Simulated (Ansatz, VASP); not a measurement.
# One calculation of Pd2PtS3, two programs

```
Pd Pt S
1.0
     3.38210    1.95266    2.92895
    -3.38210    1.95266    2.92895
     0.00000   -3.90531    2.92895
Pd Pt S
2 1 3
Direct
  0.67117 0.67117 0.67117
  0.32883 0.32883 0.32883
  0.00000 0.00000 0.00000
  0.00000 0.50000 0.00000
  0.50000 0.00000 0.00000
  0.00000 0.00000 0.50000
```

Change from the starting cell: species swapped into the Zr2Co3Mo type (R-3m, No. 166).

Alike in both runs: task relaxation of cell and atoms; functional PBE; k mesh 12 × 12 × 12; occupations gaussian, width 0.1 eV; no spin polarisation.

|  | VASP | Ansatz |
| --- | --- | --- |
| version | VASP 6.6.1 | Ansatz 0.2.0 |
| potentials or method | VASP PAW PBE potentials, release 64 (Pd, Pt, S), cutoff 600 eV | scalar-relativistic, plane waves, PAW |
| valence electrons in the cell | 48 | 72 |

Ansatz gave:

- gap on the k mesh at the Fermi level, each at its own relaxed structure (eV): none
- relaxed volume (Å³/atom): 19.35
- relaxed cell length with the largest relative difference (Å): 4.882

Q: Estimate VASP's values.

A: gap on the k mesh at the Fermi level, each at its own relaxed structure (eV): none; relaxed volume (Å³/atom): 19.32; relaxed cell length with the largest relative difference (Å): 4.880.

A gap of «none» marks a metal or a gap that the smearing closes. VASP's potentials hold 48 valence electrons a cell and Ansatz's 72, so a difference there can come from the potentials and not from the codes.

Neither program's run includes spin-orbit coupling.
